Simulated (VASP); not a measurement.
# Al3BP4: relaxation of cell and atoms with PBE

Crystal: Al3BP4.

```
Al B P
1.0
     3.68777    0.00000    0.00000
     0.00000    3.68777    0.00000
     0.00000    0.00000   10.81653
Al B P
3 1 4
Direct
  0.50000 0.50000 0.76615
  0.00000 0.00000 0.50000
  0.50000 0.50000 0.23385
  0.00000 0.00000 0.00000
  0.00000 0.50000 0.09839
  0.50000 0.00000 0.90161
  0.00000 0.50000 0.63320
  0.50000 0.00000 0.36680
```

| Property | Result |
| --- | --- |
| Program | VASP 6.6.1 |
| Task | relaxation of cell and atoms |
| Functional | PBE |
| Potentials or basis | VASP PAW PBE potentials, release 64 (Al, B, P) |
| Cutoff | 600 eV |
| k mesh | 8 × 8 × 4 |
| Occupations | gaussian, width 0.02 eV |
| Spin | no spin polarisation |
| Dipole correction | no |
| Further INCAR settings | ALGO = Normal; EDIFF = 1e-06; IBRION = 2; EDIFFG = -0.01; NSW = 100; ISIF = 3 |

```
Relaxed volume                         : 18.42 Å³/atom
Relaxed cell                           : a = 3.688 Å, b = 3.688 Å, c = 10.834 Å, α = 90.00°, β = 90.00°, γ = 90.00°
Space group after relaxing (to 0.05 Å) : P-4m2 (No. 115)
Energy gained by relaxing              : 0.0 meV/atom
Ionic steps                            : 4
Pressure after relaxing                : 0.0 GPa
Largest force after relaxing           : 0.007 eV/Å
Band gap on the k mesh                 : 0.97 eV, direct
```

Forces in eV/Å, atoms in the order of the input:
```
Al   0.000  0.000 -0.007
Al   0.000  0.000  0.000
Al   0.000  0.000  0.007
B    0.000  0.000  0.000
P    0.000  0.000 -0.002
P    0.000  0.000  0.002
P    0.000  0.000  0.000
P    0.000  0.000  0.000
```

Step by step:
```csv
step,energy change (eV),largest force (eV/Å),pressure (GPa),volume (Å³)
1,0.0000,0.0507,0.16,147.10
2,-0.0003,0.0121,-0.09,147.49
3,-0.0003,0.0125,-0.05,147.42
4,-0.0004,0.0066,0.00,147.34
```

Final structure:
```cif
data_structure
_symmetry_space_group_name_H-M 'P 1'
_symmetry_Int_Tables_number 1
_cell_length_a 3.6879
_cell_length_b 3.6879
_cell_length_c 10.8335
_cell_angle_alpha 90.000
_cell_angle_beta 90.000
_cell_angle_gamma 90.000
_cell_volume 147.34
loop_
_atom_site_label
_atom_site_type_symbol
_atom_site_fract_x
_atom_site_fract_y
_atom_site_fract_z
_atom_site_occupancy
Al1 Al 0.50000 0.50000 0.76622 1
Al2 Al 0.00000 0.00000 0.50000 1
Al3 Al 0.50000 0.50000 0.23378 1
B1 B 0.00000 0.00000 0.00000 1
P1 P 0.00000 0.50000 0.09865 1
P2 P 0.50000 0.00000 0.90135 1
P3 P 0.00000 0.50000 0.63324 1
P4 P 0.50000 0.00000 0.36676 1
```

Levels at points of the mesh, in eV from the valence-band top:
| k point | band 13 | band 14 | band 15 | band 16 | band 17 | band 18 | band 19 | band 20 |
| --- | --- | --- | --- | --- | --- | --- | --- | --- |
| (0.00, 0.00, 0.00) | -1.16 | -0.29 | 0.00 | 0.00 | 0.97 | 1.22 | 2.16 | 2.89 |
| (0.50, 0.00, 0.00) | -1.25 | -0.76 | -0.70 | -0.67 | 1.47 | 2.69 | 3.20 | 3.92 |
| (0.50, 0.50, 0.00) | -2.91 | -2.78 | -2.78 | -2.48 | 1.22 | 1.22 | 1.86 | 1.95 |
| (0.00, 0.00, 0.50) | -0.79 | -0.79 | -0.29 | -0.29 | 1.03 | 1.26 | 2.15 | 3.07 |
| (0.50, 0.00, 0.50) | -2.02 | -0.74 | -0.70 | -0.69 | 1.81 | 3.37 | 3.46 | 3.85 |
| (0.50, 0.50, 0.50) | -3.23 | -3.00 | -3.00 | -2.92 | 1.93 | 1.93 | 2.79 | 2.80 |

Wall time 3.1 min on 1 thread of Intel(R) Xeon(R) 6975P-C (Granite Rapids), with other jobs on the host, peak memory 0.37 GiB.

A k mesh can miss the band edges. A hybrid or GW would open this gap; PBE tends to underestimate it.
